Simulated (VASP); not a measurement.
Wanted: the native input for a VASP 6.6.1 run.

- Task: band structure
- Functional: TB-mBJ
- Potentials or basis: VASP PAW PBE potentials, release 64 (Zr_sv, S)
- Cutoff: 520 eV
- k mesh: 9 × 9 × 5
- Occupations: gaussian, width 0.03 eV
- Spin: no spin polarisation
- Tolerance level: standard
- Purpose: bands
- Route: KPOINTS_OPT
- Further INCAR settings: ALGO = Normal; EDIFF = 1e-07; NBANDS = 35

ZrS2:

```
CELL_PARAMETERS angstrom
3.69138 0.00000 0.00000
-1.84569 3.19683 0.00000
0.00000 0.00000 6.04108
ATOMIC_POSITIONS crystal
Zr 0.00000 0.00000 0.00000
S 0.33333 0.66667 0.23791
S 0.66667 0.33333 0.76209
```

One way to write it, as run:

POSCAR

```
ZrS2
1.0
    3.6913825498      0.0000000000      0.0000000000
   -1.8456912749      3.1968310632      0.0000000000
    0.0000000000      0.0000000000      6.0410770100
Zr S
1 2
Direct
    0.0000000000      0.0000000000      0.0000000000
    0.3333333333      0.6666666667      0.2379099700
    0.6666666667      0.3333333333      0.7620900300
```

INCAR.step1

```
ISMEAR = 0 ; SIGMA = 0.03
LWAVE = T ; LCHARG = F
NBANDS = 35 ; PREC = Accurate
LASPH = T ; LREAL = F
ALGO = Normal ; EDIFF = 1E-7
NELM = 120 ; GGA_COMPAT = F
ENCUT = 520 ; EFERMI = MIDGAP
LMAXMIX = 4 ; GGA = PE
```

INCAR.step2

```
METAGGA = MBJ ; ISMEAR = 0
SIGMA = 0.03 ; LWAVE = F
LCHARG = F ; NBANDS = 35
PREC = Accurate ; LASPH = T
LREAL = F ; ALGO = Normal
EDIFF = 1E-7 ; NELM = 120
GGA_COMPAT = F ; ENCUT = 520
EFERMI = MIDGAP ; LMAXMIX = 4
LMIXTAU = T ; ISTART = 1
```

KPOINTS

```
Automatic mesh
0
Gamma
  9 9 5
  0 0 0
```

KPOINTS_OPT

```
path GMKGALHA,LM,KH
32
line-mode
reciprocal
 0.0000000000  0.0000000000  0.0000000000  G
 0.5000000000  0.0000000000  0.0000000000  M

 0.5000000000  0.0000000000  0.0000000000  M
 0.3333333333  0.3333333333  0.0000000000  K

 0.3333333333  0.3333333333  0.0000000000  K
 0.0000000000  0.0000000000  0.0000000000  G

 0.0000000000  0.0000000000  0.0000000000  G
 0.0000000000  0.0000000000  0.5000000000  A

 0.0000000000  0.0000000000  0.5000000000  A
 0.5000000000  0.0000000000  0.5000000000  L

 0.5000000000  0.0000000000  0.5000000000  L
 0.3333333333  0.3333333333  0.5000000000  H

 0.3333333333  0.3333333333  0.5000000000  H
 0.0000000000  0.0000000000  0.5000000000  A

 0.5000000000  0.0000000000  0.5000000000  L
 0.5000000000  0.0000000000  0.0000000000  M

 0.3333333333  0.3333333333  0.0000000000  K
 0.3333333333  0.3333333333  0.5000000000  H
```

Potentials or basis: VASP PAW PBE potentials, release 64 (Zr_sv, S).

Run with:

```bash
$ cat potpaw_PBE.64/Zr_sv/POTCAR potpaw_PBE.64/S/POTCAR > POTCAR
$ cp INCAR.step1 INCAR
$ mpirun -np 1 vasp_std > vasp.out
$ cp INCAR.step2 INCAR
$ mpirun -np 1 vasp_std > vasp.out
```

It gave:

```
Band gap on the k mesh  : 1.60 eV (least direct gap 2.08 eV)
Band gap along the path : 1.58 eV (least direct gap 2.07 eV)
```

It took 5.3 min on 1 thread of Intel(R) Xeon(R) 6975P-C (Granite Rapids), on a shared host, peak memory 0.3 GiB.
